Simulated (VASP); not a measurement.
# Ti (Im-3m) in VASP: notebook

The runs below take Ti through single point, with PBE.

Everything below comes from runs of VASP 6.6.1. Logs are shortened: lines on timing, memory, paths and dates and some standing lists are left out, and cuts for length are marked.

## 1. The cell of the first run

Symmetry: Im-3m, No. 229, cubic system. The conventional cell has a = 3.396 Å, b = 3.396 Å, c = 3.396 Å, α = 90.00°, β = 90.00°, γ = 90.00°. Within 3.9 Å of Ti (site symmetry m-3m) lie 14 Ti at 2.94 to 3.40 Å.

This isn't the form of Ti at room conditions, which is hcp.

## 2. Single point, PBE, collinear spin (19.58 Å³/atom)

The input, INCAR:

```
PREC     = Accurate       # precision mode
ENCUT    = 520            # plane-wave cutoff, eV
EDIFF    = 1E-7           # SCF threshold, eV
ISMEAR   = 0              # smearing method
SIGMA    = 0.15           # smearing width, eV
LREAL    = False          # projectors in reciprocal space
LASPH    = True           # aspherical terms in the spheres
NELM     = 150            # most SCF steps
ALGO     = Normal         # electronic algorithm
ISIF     = 2              # what is computed and relaxed
LWAVE    = False          # write WAVECAR
LCHARG   = False          # write CHGCAR
ISPIN    = 2              # spin polarisation
MAGMOM   = 1              # initial moments
LORBIT   = 11             # projections on sites
NUPDOWN  = 1.0            # fixed moment
LMAXMIX  = 4              # l up to which the mixer works
GGA      = PE             # functional
NBANDS   = 16             # bands
```

The input, KPOINTS:

```
regular mesh
0
Gamma
  22 22 22
```

The input, POSCAR:

```
Ti
1.0
   -1.6979213348      1.6979213348      1.6979213348
    1.6979213348     -1.6979213348      1.6979213348
    1.6979213348      1.6979213348     -1.6979213348
Ti
1
Direct
    0.0000000000      0.0000000000      0.0000000000
```

Potentials or basis: VASP PAW PBE potentials, release 64 (Ti_sv).

Started as:

```sh
cat potpaw_PBE.64/Ti_sv/POTCAR > POTCAR
mpirun -np 1 vasp_std > vasp.out
```

OUTCAR:

```text
PREC = Accurate
   ENCUT = 520
   EDIFF = 1E-7
   ISMEAR = 0
   LREAL = False
   LASPH = True
   NELM = 150
   ISIF = 2
   ISPIN = 2
   LORBIT = 11
   NUPDOWN = 1.0
   GGA = PE

 ion  position               nearest neighbor table
   1  0.000  0.000  0.000-

  LATTYP: Found a body centered cubic cell.
 ALAT       =     3.3958426696

  Lattice vectors:

 A1 = (  -1.6979213348,   1.6979213348,   1.6979213348)
 A2 = (   1.6979213348,  -1.6979213348,   1.6979213348)
 A3 = (   1.6979213348,   1.6979213348,  -1.6979213348)

Analysis of symmetry for initial positions (statically):
=====================================================================
 Subroutine PRICEL returns:
 Original cell was already a primitive cell.

 Routine SETGRP: Setting up the symmetry group for a
 body centered cubic supercell.

 Subroutine GETGRP returns: Found 48 space group operations
 (whereof 48 operations were pure point group operations)
 out of a pool of 48 trial point group operations.

The static configuration has the point symmetry O_h .

Analysis of symmetry for dynamics (positions and initial velocities):
=====================================================================
 Subroutine PRICEL returns:
 Original cell was already a primitive cell.

 Routine SETGRP: Setting up the symmetry group for a
 body centered cubic supercell.

 Subroutine GETGRP returns: Found 48 space group operations
 (whereof 48 operations were pure point group operations)
 out of a pool of 48 trial point group operations.

The dynamic configuration has the point symmetry O_h .

Analysis of structural, dynamic, and magnetic symmetry:
=====================================================================
 Subroutine PRICEL returns:
 Original cell was already a primitive cell.

 Routine SETGRP: Setting up the symmetry group for a
 body centered cubic supercell.

 Subroutine GETGRP returns: Found 48 space group operations
 (whereof 48 operations were pure point group operations)
 out of a pool of 48 trial point group operations.

The overall configuration has the point symmetry O_h .

 Subroutine INISYM returns: Found 48 space group operations
 (whereof 48 operations are pure point group operations),
 and found     1 'primitive' translations

----------------------------------------------------------------------------------------

                                     Primitive cell

  volume of cell :      19.5800

[... 100 lines left out ...]
   EFERMI =   0.00;   METHOD = LEGACY
   ISMEAR =     0;   SIGMA  =   0.15  broadening in eV -4-tet -1-fermi 0-gaus
   EFERMI_NEDOS =   21; number of points for ismear=-14 and -15
   IALGO  =     38    algorithm
   IMIX   =      4    mixing-type and parameters
     AMIX     =   0.40;   BMIX     =  1.00
     AMIX_MAG =   1.60;   BMIX_MAG =  1.00
  volume/ion in A,a.u.               =      19.58       132.13
  Fermi-wavevector in a.u.,A,eV,Ry     =   1.390585  2.627825 26.309966  1.933728
  Thomas-Fermi vector in A             =   2.514506
   LORBIT       =     11    0 simple, 1 ext, 2 COOP (PROOUT), +10 PAW based schemes
   GGA     = PE    functional components
   LHFCALC =     F    Hartree Fock is set to
   AEXX    =    0.0000 exact exchange contribution
   IVDW    =     0    specifies the selected vdW correction
   LEPSILON=     F    determine dielectric tensor
   LRPA    =     F    only Hartree local field effects (RPA)
 spin polarized calculation
 Gauss-broadening in eV      SIGMA  =   0.15
  energy-cutoff  :      520.00
  volume of cell :       19.58
 maximum number of plane-waves:       543
 NGX is ok and might be reduce to    24
   NGX = 11   NGY = 11   NGZ = 11

 number of electron      11.9999996 magnetization       0.9999999

 Free energy of the ion-electron system (eV)
  ---------------------------------------------------
  ext. energy  EPLUGINS =         0.00000000
  ---------------------------------------------------
  free energy    TOTEN  =        -7.65216823 eV

  energy without entropy =       -7.62516648  energy(sigma->0) =       -7.63866736

 E-fermi :   6.9347     XC(G=0): -10.9224

 val. band max:        6.9442565315   @ k =   0.3636   0.0455   0.0455
 cond. band min:       6.9358192816   @ k =   0.1818   0.1818   0.1364
 fundamental gap:     -0.0084372499
 Fermi energy:         6.9448926746

 spin component 1

 k-point     1 :       0.0000    0.0000    0.0000
  band No.  band energies     occupation
      1     -50.1465      1.00000
      2     -26.1191      1.00000
      3     -26.1191      1.00000
      4     -26.1191      1.00000
      5       0.9140      1.00000
      6       7.3932      0.00001
[... 435 lines left out ...]
      5       2.0548      1.00000
      6       7.0060      0.28211
[... 8 lines left out ...]
     15      27.1396      0.00000
     16      28.6271      0.00000

 [... further k-points ...]

 spin component 2

 k-point     1 :       0.0000    0.0000    0.0000
  band No.  band energies     occupation
      1     -49.5213      1.00000
      2     -25.4940      1.00000
      3     -25.4940      1.00000
      4     -25.4940      1.00000
      5       1.5790      1.00000
      6       8.2372      0.00000
[... 435 lines left out ...]
      5       2.7193      1.00000
      6       7.8349      0.00000
[... 8 lines left out ...]
     15      27.6787      0.00000
     16      29.3706      0.00000

 [... further k-points ...]

------------------------ aborting loop because EDIFF is reached ----------------------------------------

  FORCE on cell =-STRESS in cart. coord.  units (eV):
  Direction    XX          YY          ZZ          XY          YZ          ZX
  --------------------------------------------------------------------------------------
  -------------------------------------------------------------------------------------
  Total       -1.1291084     -1.1291084     -1.1291084     -0.0000000      0.0000000     -0.0000000
  in kB      -92.3918211    -92.3918211    -92.3918211     -0.0000000      0.0000000     -0.0000000
  external PRESSURE =     -92.3918211 kB  Pullay stress =       0.0000000 kB

 VOLUME and BASIS-vectors are now :
 -----------------------------------------------------------------------------
  energy-cutoff  :      520.00
  volume of cell :       19.58
      direct lattice vectors                 reciprocal lattice vectors
    -1.697921335  1.697921335  1.697921335     0.000000000  0.294477718  0.294477718
     1.697921335 -1.697921335  1.697921335     0.294477718  0.000000000  0.294477718
     1.697921335  1.697921335 -1.697921335     0.294477718  0.294477718  0.000000000

 POSITION                                       TOTAL-FORCE (eV/Angst)
 -----------------------------------------------------------------------------------
      0.00000      0.00000      0.00000        -0.000000      0.000000     -0.000000
 -----------------------------------------------------------------------------------
    total drift:                               -0.000000      0.000000      0.000000

  FREE ENERGIE OF THE ION-ELECTRON SYSTEM (eV)
  ---------------------------------------------------
  free  energy   TOTEN  =        -7.6521682289 eV

  energy  without entropy=       -7.6251664832  energy(sigma->0) =       -7.63866736

 total charge

# of ion       s       p       d       tot
------------------------------------------
    1        2.221   6.094   1.826  10.142

 magnetization (x)

# of ion       s       p       d       tot
------------------------------------------
    1        0.004   0.046   0.637   0.688
```

OSZICAR:

```text
N       E                     dE             d eps       ncg     rms          rms(c)
DAV:   1     0.927794330874E+02    0.92779E+02   -0.56482E+03 21136   0.833E+02
DAV:   2    -0.428097426628E+01   -0.97060E+02   -0.92966E+02 23072   0.249E+02
DAV:   3    -0.863570008976E+01   -0.43547E+01   -0.43211E+01 25736   0.526E+01
DAV:   4    -0.872059529632E+01   -0.84895E-01   -0.84865E-01 24920   0.687E+00
DAV:   5    -0.872232488019E+01   -0.17296E-02   -0.17296E-02 24800   0.882E-01    0.793E+00
DAV:   6    -0.764309303773E+01    0.10792E+01   -0.14123E+00 21672   0.166E+01    0.243E+00
DAV:   7    -0.764219233297E+01    0.90070E-03   -0.11704E-01 27112   0.325E+00    0.147E+00
DAV:   8    -0.764802923382E+01   -0.58369E-02   -0.24325E-02 22072   0.155E+00    0.880E-01
DAV:   9    -0.765179808513E+01   -0.37689E-02   -0.10846E-02 22584   0.986E-01    0.221E-01
DAV:  10    -0.765211543038E+01   -0.31735E-03   -0.11470E-03 26128   0.266E-01    0.531E-02
DAV:  11    -0.765216382749E+01   -0.48397E-04   -0.10080E-04 24320   0.839E-02    0.271E-02
DAV:  12    -0.765216985703E+01   -0.60295E-05   -0.28638E-05 23808   0.414E-02    0.946E-03
DAV:  13    -0.765216854311E+01    0.13139E-05   -0.26386E-06 26128   0.129E-02    0.355E-03
DAV:  14    -0.765216821103E+01    0.33208E-06   -0.28312E-07 27608   0.531E-03    0.104E-03
DAV:  15    -0.765216822888E+01   -0.17849E-07   -0.15341E-07 25200   0.246E-03
   1 F= -.76521682E+01 E0= -.76386674E+01  d E =-.270017E-01  mag=     1.0000
```

stdout:

```text
POSCAR found type information on POSCAR Ti
 POSCAR found :  1 types and       1 ions
 scaLAPACK will be used
 LDA part: xc-table for (Slater+PW92), standard interpolation
 POSCAR, INCAR and KPOINTS ok, starting setup
 FFT: planning ... GRIDC
 FFT: planning ... GRID_SOFT
 FFT: planning ... GRID
 WAVECAR not read
 entering main loop
```

Wall time 4 min (1 thread of Intel Xeon 8259CL, shared host); peak memory 0.27 GiB.

Results:

```
Free energy                                           : -7.6522 eV
Pressure                                              : -9.2 GPa
Net moment                                            : 1.00 μB per cell
Site moments                                          : Ti +0.69 μB
Valence electrons inside the program's atomic spheres : Ti 10.14
```

Caveat: the cell stands under tension; the total moment is fixed, so each spin has its own Fermi level and the state may be an excited one.

## 3. Single point, PBE, collinear spin (19.58 Å³/atom)

The input, INCAR:

```
PREC     = Accurate       # precision mode
ENCUT    = 520            # plane-wave cutoff, eV
EDIFF    = 1E-6           # SCF threshold, eV
ISMEAR   = 0              # smearing method
SIGMA    = 0.15           # smearing width, eV
LREAL    = F              # projectors in reciprocal space
LASPH    = T              # aspherical terms in the spheres
NELM     = 150            # most SCF steps
ALGO     = Normal         # electronic algorithm
ISIF     = 2              # what is computed and relaxed
LWAVE    = F              # write WAVECAR
LCHARG   = F              # write CHGCAR
ISPIN    = 2              # spin polarisation
MAGMOM   = 0.6            # initial moments
LORBIT   = 11             # projections on sites
NUPDOWN  = 0.6            # fixed moment
LMAXMIX  = 4              # l up to which the mixer works
GGA      = PE             # functional
NBANDS   = 16             # bands
```

The input, KPOINTS:

```
Automatic mesh
0
Gamma
  22 22 22
```

POSCAR is that of step 2.

Potentials or basis: VASP PAW PBE potentials, release 64 (Ti_sv).

Started as:

```sh
cat potpaw_PBE.64/Ti_sv/POTCAR > POTCAR
mpirun -np 1 vasp_std > vasp.out
```

It took 3.2 min on 1 thread of Intel Xeon 8259CL, shared host; peak memory 0.26 GiB.

It converged, with:

- Free energy: -7.6516 eV
- Pressure: -10.2 GPa
- Net moment: 0.60 μB per cell
- Site moments: Ti +0.41 μB
- Valence electrons inside the program's atomic spheres: Ti 10.14

Caveat: the cell stands under tension; the total moment is fixed, so each spin has its own Fermi level and the state may be an excited one.

## 4. Single point, PBE, collinear spin (19.58 Å³/atom)

The input, INCAR:

```
SYSTEM = Ti
PREC = Accurate
ENCUT = 520
EDIFF = 1E-6
ISMEAR = 0
SIGMA = 0.15
LREAL = .False.
LASPH = .True.
NELM = 150
ALGO = Fast
ISIF = 2
LWAVE = .False.
LCHARG = .True.
ISPIN = 2
MAGMOM = 0.8
LORBIT = 11
NUPDOWN = 0.8
LMAXMIX = 4
GGA = PE
LELF = .True.
LVHAR = .True.
NBANDS = 16
```

The input, KPOINTS:

```
regular mesh
0
Gamma
  22 22 22
  0 0 0
```

POSCAR is that of step 3.

Potentials or basis: VASP PAW PBE potentials, release 64 (Ti_sv).

Started as:

```sh
cat potpaw_PBE.64/Ti_sv/POTCAR > POTCAR
mpirun -np 1 vasp_std > vasp.out
```

OUTCAR:

```text
SYSTEM = Ti
   PREC = Accurate
   ENCUT = 520
   EDIFF = 1E-6
   ISMEAR = 0
   LREAL = .False.
   LASPH = .True.
   NELM = 150
   ISIF = 2
   ISPIN = 2
   LORBIT = 11
   NUPDOWN = 0.8
   GGA = PE

 ion  position               nearest neighbor table
   1  0.000  0.000  0.000-

  LATTYP: Found a body centered cubic cell.
 ALAT       =     3.3958426696

  Lattice vectors:
[... 1123 lines left out ...]
  Direction    XX          YY          ZZ          XY          YZ          ZX
  --------------------------------------------------------------------------------------
  -------------------------------------------------------------------------------------
  Total       -1.1982331     -1.1982331     -1.1982331      0.0000000      0.0000000      0.0000000
  in kB      -98.0481047    -98.0481047    -98.0481047      0.0000000      0.0000000      0.0000000
  external PRESSURE =     -98.0481047 kB  Pullay stress =       0.0000000 kB

 VOLUME and BASIS-vectors are now :
 -----------------------------------------------------------------------------
  energy-cutoff  :      520.00
  volume of cell :       19.58
      direct lattice vectors                 reciprocal lattice vectors
    -1.697921335  1.697921335  1.697921335     0.000000000  0.294477718  0.294477718
     1.697921335 -1.697921335  1.697921335     0.294477718  0.000000000  0.294477718
     1.697921335  1.697921335 -1.697921335     0.294477718  0.294477718  0.000000000

 POSITION                                       TOTAL-FORCE (eV/Angst)
 -----------------------------------------------------------------------------------
      0.00000      0.00000      0.00000        -0.000000     -0.000000      0.000000
 -----------------------------------------------------------------------------------
    total drift:                                0.000000      0.000000      0.000000

  FREE ENERGIE OF THE ION-ELECTRON SYSTEM (eV)
  ---------------------------------------------------
  free  energy   TOTEN  =        -7.6522824966 eV

  energy  without entropy=       -7.6225300487  energy(sigma->0) =       -7.63740627

 total charge

# of ion       s       p       d       tot
------------------------------------------
    1        2.221   6.094   1.825  10.140

 magnetization (x)

# of ion       s       p       d       tot
------------------------------------------
    1        0.004   0.037   0.511   0.551
```

Run time: 5.7 min. Hardware: 1 thread of Intel Xeon 8259CL, shared host; peak memory 0.27 GiB.

Results:

```yaml
Free_energy: -7.6523 eV
Pressure: -9.8 GPa
Net_moment: 0.80 μB per cell
Site_moments: Ti +0.55 μB
Valence_electrons_inside_the_program's_atomic_spheres: Ti 10.14
```

Caveat: the cell stands under tension; the total moment is fixed, so each spin has its own Fermi level and the state may be an excited one.

## 5. Single point, PBE, collinear spin (19.58 Å³/atom)

The input, INCAR:

```
SYSTEM = Ti
PREC     = Accurate       ! precision mode
ENCUT    = 520            ! plane-wave cutoff, eV
EDIFF    = 1E-7           ! SCF threshold, eV
ISMEAR   = 0              ! smearing method
SIGMA    = 0.15           ! smearing width, eV
LREAL    = .FALSE.        ! projectors in reciprocal space
LASPH    = .TRUE.         ! aspherical terms in the spheres
NELM     = 150            ! most SCF steps
ALGO     = Fast           ! electronic algorithm
ISIF     = 2              ! what is computed and relaxed
LWAVE    = .FALSE.        ! write WAVECAR
LCHARG   = .FALSE.        ! write CHGCAR
ISPIN    = 2              ! spin polarisation
MAGMOM   = 0.3            ! initial moments
LORBIT   = 11             ! projections on sites
NUPDOWN  = 0.3            ! fixed moment
LMAXMIX  = 4              ! l up to which the mixer works
GGA      = PE             ! functional
NBANDS   = 16             ! bands
```

The input, KPOINTS:

```
regular mesh
0
G
  22 22 22
  0 0 0
```

POSCAR is that of step 4.

Started as:

```sh
cat potpaw_PBE.64/Ti_sv/POTCAR > POTCAR
mpirun -np 1 vasp_std > vasp.out
```

Wall time 5.8 min (1 thread of Intel Xeon 8259CL, shared host); peak memory 0.27 GiB.

Results (log left out):

```yaml
Free_energy: -7.6509 eV
Pressure: -10.6 GPa
Net_moment: 0.30 μB per cell
Site_moments: Ti +0.21 μB
Valence_electrons_inside_the_program's_atomic_spheres: Ti 10.14
```

Caveat: the cell stands under tension; the total moment is fixed, so each spin has its own Fermi level and the state may be an excited one.

## 6. Overview

| fixed moment (μB) | pressure (GPa) | moment (μB) |
| --- | --- | --- |
| 1.0 | -9.2 | 1.00 |
| 0.6 | -10.2 | 0.60 |
| 0.8 | -9.8 | 0.80 |
| 0.3 | -10.6 | 0.30 |

Alike in all rows: task single point; level PBE; potentials or basis VASP PAW PBE potentials, release 64 (Ti_sv); spin collinear; cell as given; k mesh 22 × 22 × 22; cutoff (eV) 520; smearing gaussian 0.15 eV.

Caveats: the cell stands under tension; the total moment is fixed, so each spin has its own Fermi level and the state may be an excited one.

Absolute energies hang on the potentials; compare differences alone.
